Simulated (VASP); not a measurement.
# InAs (Fm-3m) in VASP: a series of runs, part 2 of 2

VASP 6.6.1.

## (3) Relaxation of cell and atoms, PBE-based screened hybrid with 25 % exact exchange

Input file POSCAR:

```
InAs
1.0
    0.0000000000      2.8773040000      2.8773040000
    2.8773040000      0.0000000000      2.8773040000
    2.8773040000      2.8773040000      0.0000000000
In As
1 1
Direct
    0.5000000000      0.5000000000      0.5000000000
    0.0000000000      0.0000000000      0.0000000000
```

Input file INCAR.step1:

```
SYSTEM = InAs
ALGO = Normal
EDIFF = 1E-5
ENCUT = 600
GGA = PE
ISMEAR = -1
LASPH = .True.
LCHARG = .False.
LREAL = .False.
LWAVE = .True.
NBANDS = 16
NELM = 100
PREC = Accurate
SIGMA = 0.05
```

Input file INCAR.step2:

```
SYSTEM = InAs
AEXX = 0.25
ALGO = Normal
EDIFF = 1E-6
EDIFFG = -0.01
ENCUT = 600
GGA = PE
HFSCREEN = 0.3
IBRION = 2
ISIF = 3
ISMEAR = -1
ISTART = 1
LASPH = .True.
LCHARG = .False.
LHFCALC = .True.
LREAL = .False.
LWAVE = .False.
NELM = 100
NSW = 60
PREC = Accurate
PRECFOCK = Normal
SIGMA = 0.05
```

Input file KPOINTS:

```
k-points
0
Gamma
  4 4 4
  0 0 0
```

Potentials or basis: VASP PAW PBE potentials, release 64 (In_d, As).

On the command line:

```console
$ cat potpaw_PBE.64/In_d/POTCAR potpaw_PBE.64/As/POTCAR > POTCAR
$ cp INCAR.step1 INCAR
$ mpirun -np 1 vasp_std > vasp.out
$ cp INCAR.step2 INCAR
$ mpirun -np 1 vasp_std > vasp.out
```

OUTCAR:

```text
SYSTEM = InAs
   AEXX = 0.25
   EDIFF = 1E-6
   EDIFFG = -0.01
   ENCUT = 600
   GGA = PE
   HFSCREEN = 0.3
   IBRION = 2
   ISIF = 3
   ISMEAR = -1
   ISTART = 1
   LASPH = .True.
   LHFCALC = .True.
   LREAL = .False.
   NELM = 100
   NSW = 60
   PREC = Accurate
   PRECFOCK = Normal

 ion  position               nearest neighbor table
   1  0.500  0.500  0.500-   2 2.88   2 2.88   2 2.88   2 2.88   2 2.88   2 2.88
   2  0.000  0.000  0.000-   1 2.88   1 2.88   1 2.88   1 2.88   1 2.88   1 2.88

  LATTYP: Found a face centered cubic cell.
 ALAT       =     5.7546080000

  Lattice vectors:

 A1 = (   0.0000000000,   2.8773040000,   2.8773040000)
 A2 = (   2.8773040000,   0.0000000000,   2.8773040000)
 A3 = (   2.8773040000,   2.8773040000,   0.0000000000)

Analysis of symmetry for initial positions (statically):
=====================================================================
 Subroutine PRICEL returns:
 Original cell was already a primitive cell.

 Routine SETGRP: Setting up the symmetry group for a
 face centered cubic supercell.

 Subroutine GETGRP returns: Found 48 space group operations
 (whereof 48 operations were pure point group operations)
 out of a pool of 48 trial point group operations.

The static configuration has the point symmetry O_h .

Analysis of symmetry for dynamics (positions and initial velocities):
=====================================================================
 Subroutine PRICEL returns:
 Original cell was already a primitive cell.

 Routine SETGRP: Setting up the symmetry group for a
 face centered cubic supercell.

 Subroutine GETGRP returns: Found 48 space group operations
 (whereof 48 operations were pure point group operations)
 out of a pool of 48 trial point group operations.

The dynamic configuration has the point symmetry O_h .

 Subroutine INISYM returns: Found 48 space group operations
 (whereof 48 operations are pure point group operations),
 and found     1 'primitive' translations

----------------------------------------------------------------------------------------

                                     Primitive cell

  volume of cell :      47.6417

  direct lattice vectors                    reciprocal lattice vectors
     0.000000000  2.877304000  2.877304000    -0.173773783  0.173773783  0.173773783
     2.877304000  0.000000000  2.877304000     0.173773783 -0.173773783  0.173773783
     2.877304000  2.877304000  0.000000000     0.173773783  0.173773783 -0.173773783

  length of vectors
     4.069122340  4.069122340  4.069122340     0.300985021  0.300985021  0.300985021

  position of ions in fractional coordinates (direct lattice)
     0.500000000  0.500000000  0.500000000
     0.000000000  0.000000000  0.000000000

  ion indices of the primitive-cell ions
   primitive index   ion index
                 1           1
                 2           2

----------------------------------------------------------------------------------------

 KPOINTS: k-points

Automatic generation of k-mesh.
 Grid dimensions read from file:
 generate k-points for:    4    4    4

 Generating k-lattice:

  Cartesian coordinates                     Fractional coordinates (reciprocal lattice)
    -0.043443446  0.043443446  0.043443446     0.250000000  0.000000000  0.000000000
     0.043443446 -0.043443446  0.043443446     0.000000000  0.250000000  0.000000000
     0.043443446  0.043443446 -0.043443446     0.000000000  0.000000000  0.250000000

  Length of vectors
     0.075246255  0.075246255  0.075246255

  Shift w.r.t. Gamma in fractional coordinates (k-lattice)
     0.000000000  0.000000000  0.000000000

 Subroutine IBZKPT returns following result:
 ===========================================

 Found      8 irreducible k-points:

 Following reciprocal coordinates:
            Coordinates               Weight
  0.000000  0.000000  0.000000      1.000000
  0.250000  0.000000  0.000000      8.000000
  0.500000  0.000000  0.000000      4.000000
  0.250000  0.250000  0.000000      6.000000
  0.500000  0.250000  0.000000     24.000000
 -0.250000  0.250000  0.000000     12.000000
  0.500000  0.500000  0.000000      3.000000
 -0.250000  0.500000  0.250000      6.000000
   k-points           NKPTS =      8   k-points in BZ     NKDIM =     64   number of bands    NBANDS=     13
   number of dos      NEDOS =    301   number of ions     NIONS =      2
   total plane-waves  NPLWV =  46656
   dimension x,y,z NGX =    36 NGY =   36 NGZ =   36
   dimension x,y,z NGXF=    72 NGYF=   72 NGZF=   72
   ions per type =               1   1
   NGX,Y,Z   is equivalent  to a cutoff of  14.71, 14.71, 14.71 a.u.
   NGXF,Y,Z  is equivalent  to a cutoff of  29.42, 29.42, 29.42 a.u.
 SYSTEM =  InAs
   PREC   = accura    normal or accurate (medium, high low for compatibility)
   ISTART =      1    job   : 0-new  1-cont  2-samecut
   ICHARG =      0    charge: 1-file 2-atom 10-const
   ISPIN  =      1    spin polarized calculation?
   LNONCOLLINEAR =      F non collinear calculations
   LSORBIT =      F    spin-orbit coupling
   LASPH  =      T    aspherical Exc in radial PAW
   ENCUT  =  600.0 eV  44.10 Ry    6.64 a.u.   8.13  8.13  8.13*2*pi/ulx,y,z
   NELM   =    100;   NELMIN=  2; NELMDL=  0     # of ELM steps
   EDIFF  = 0.1E-05   stopping-criterion for ELM
   LREAL  =      F    real-space projection
   EDIFFG = -.1E-01   stopping-criterion for IOM
   NSW    =     60    number of steps for IOM
   IBRION =      2    ionic relax: 0-MD 1-quasi-New 2-CG
   NFREE  =      1    steps in history (QN), initial steepest desc. (CG)
   ISIF   =      3    stress and relaxation
   ISYM   =      3    0-nonsym 1-usesym 2-fastsym
   POTIM  = 0.5000    time-step for ionic-motion
   TEBEG  =    0.0;   TEEND  =   0.0 temperature during run
   PSTRESS=    0.0 pullay stress
   NELECT =      18.0000    total number of electrons
   NUPDOWN=      -1.0000    fix difference up-down
   EMIN   =  10.00;   EMAX   =-10.00  energy-range for DOS
   EFERMI =   0.00;   METHOD = LEGACY
   ISMEAR =    -1;   SIGMA  =   0.05  broadening in eV -4-tet -1-fermi 0-gaus
   EFERMI_NEDOS =   21; number of points for ismear=-14 and -15
   IALGO  =     38    algorithm
   IMIX   =      1    mixing-type and parameters
     AMIX     =   0.40;   BMIX     =  1.00
     AMIX_MAG =   1.60;   BMIX_MAG =  1.00
  volume/ion in A,a.u.               =      23.82       160.75
  Fermi-wavevector in a.u.,A,eV,Ry     =   1.183505  2.236499 19.057448  1.400683
  Thomas-Fermi vector in A             =   2.319738
   LORBIT       =      0    0 simple, 1 ext, 2 COOP (PROOUT), +10 PAW based schemes
   GGA     = PE    functional components
   LHFCALC =     T    Hartree Fock is set to
   PRECFOCK=normal    Normal, Fast or Accurate (Low or Medium for compatibility)
   ENCUT4O =  -1.0   cutoff for four orbital integrals eV
   NKREDX  =     1    reduce k-point grid by
   NKREDY  =     1    reduce k-point grid by
   NKREDZ  =     1    reduce k-point grid by
   AEXX    =    0.2500 exact exchange contribution
   HFSCREEN=    0.3000 screening length (either q_TF or 0.3 A-1)
   HFSCREENC=   0.3000 screening length for correlation (either q_TF or 0.3 A-1)
   ENCUTFOCK=  -1.0 apply spherical cutoff to Coloumb kernel
   IVDW    =     0    specifies the selected vdW correction
   LEPSILON=     F    determine dielectric tensor
   LRPA    =     F    only Hartree local field effects (RPA)
 conjugate gradient relaxation of ions
 non-spin polarized calculation
  energy-cutoff  :      600.00
  volume of cell :       47.64
 maximum number of plane-waves:      1639
 NGX is ok and might be reduce to    36
  NGX = 28; NGY = 28; NGZ = 28

--------------------------------------- Ionic step        1  -------------------------------------------

 number of electron      18.0000003 magnetization

 Free energy of the ion-electron system (eV)
  ---------------------------------------------------
  ext. energy  EPLUGINS =         0.00000000
  ---------------------------------------------------
  free energy    TOTEN  =        -8.08896513 eV

  energy without entropy =       -8.07804445  energy(sigma->0) =       -8.08350479

------------------------ aborting loop because EDIFF is reached ----------------------------------------

  FORCE on cell =-STRESS in cart. coord.  units (eV):
  Direction    XX          YY          ZZ          XY          YZ          ZX
  --------------------------------------------------------------------------------------
  -------------------------------------------------------------------------------------
  Total       -0.5173449     -0.5173449     -0.5173449     -0.0000000      0.0000000     -0.0000000
  in kB      -17.3981684    -17.3981684    -17.3981684     -0.0000000      0.0000000     -0.0000000
  external PRESSURE =     -17.3981684 kB  Pullay stress =       0.0000000 kB
[... 57 lines left out ...]
  energy  without entropy=       -8.0839785242  energy(sigma->0) =       -8.08910205

--------------------------------------- Ionic step        3  -------------------------------------------

 number of electron      18.0000001 magnetization

 Free energy of the ion-electron system (eV)
  ---------------------------------------------------
  ext. energy  EPLUGINS =         0.00000000
  ---------------------------------------------------
  free energy    TOTEN  =        -8.09561530 eV

  energy without entropy =       -8.08530152  energy(sigma->0) =       -8.09045841

 E-fermi :   6.2745     XC(G=0):  -8.5956

 val. band max:        6.2740565759   @ k =   0.5000   0.0000   0.0000
 cond. band min:       6.5671570967   @ k =   0.5000   0.2500   0.0000
 fundamental gap:      0.2931005208
 Fermi energy:         6.2744770220

 k-point     1 :       0.0000    0.0000    0.0000
  band No.  band energies     occupation
      1     -10.3222      2.00000
      2     -10.3222      2.00000
      3     -10.2963      2.00000
      4     -10.2963      2.00000
      5     -10.2963      2.00000
      6      -7.3640      2.00000
      7       5.8407      1.99966
      8       5.8407      1.99966
      9       5.8407      1.99966
     10       6.0080      1.99036
     11      13.7209      0.00000
     12      13.7209      0.00000
     13      13.7209      0.00000
[... 139 lines left out ...]
  FREE ENERGIE OF THE ION-ELECTRON SYSTEM (eV)
  ---------------------------------------------------
  free  energy   TOTEN  =        -8.0956153011 eV

  energy  without entropy=       -8.0853015205  energy(sigma->0) =       -8.09045841

 reached required accuracy - stopping structural energy minimisation
```

It took 43 min on 1 thread of AMD EPYC 9755, shared host; peak memory 0.32 GiB.

Results:

```
Free energy                           : -8.0956 eV
Relaxed volume                        : 23.21 Å³/atom
Relaxed cell                          : a = 4.034 Å, b = 4.034 Å, c = 4.034 Å, α = 60.00°, β = 60.00°, γ = 60.00°
Space group after relaxing (to 0.1 Å) : Fm-3m (No. 225)
Energy gained by relaxing             : 3.3 meV/atom
Ionic steps                           : 3
Pressure after relaxing               : 0.0 GPa
Band gap on the k mesh                : zero (bands 9 and 10 overlap by 2.74 eV)
```

Step by step:
```
step  energy change (eV)  largest force (eV/Å)  pressure (GPa)  volume (Å³)
   1              0.0000                0.0000           -1.74        47.64
   2             -0.0053                0.0000            0.79        45.88
   3             -0.0067                0.0000            0.02        46.43
```

Final structure:
```yaml
crystal:
  lattice:
    - [0.00000, 2.85264, 2.85264]
    - [2.85264, 0.00000, 2.85264]
    - [2.85264, 2.85264, 0.00000]
  atoms:
    - { symbol: In, position: [0.50000, 0.50000, 0.50000] }
    - { symbol: As, position: [0.00000, 0.00000, 0.00000] }
```

Caveat: the k points lie up to 0.48 Å⁻¹ apart in the final cell, too coarse for converged energies and pressures of a metal; the PAW data sets were made with another functional, which shifts forces and pressure a little; spin-orbit coupling is left out, which moves the levels of the heavy elements.

The gap in the log of VASP goes by the Fermi energy; the results here count the filled bands.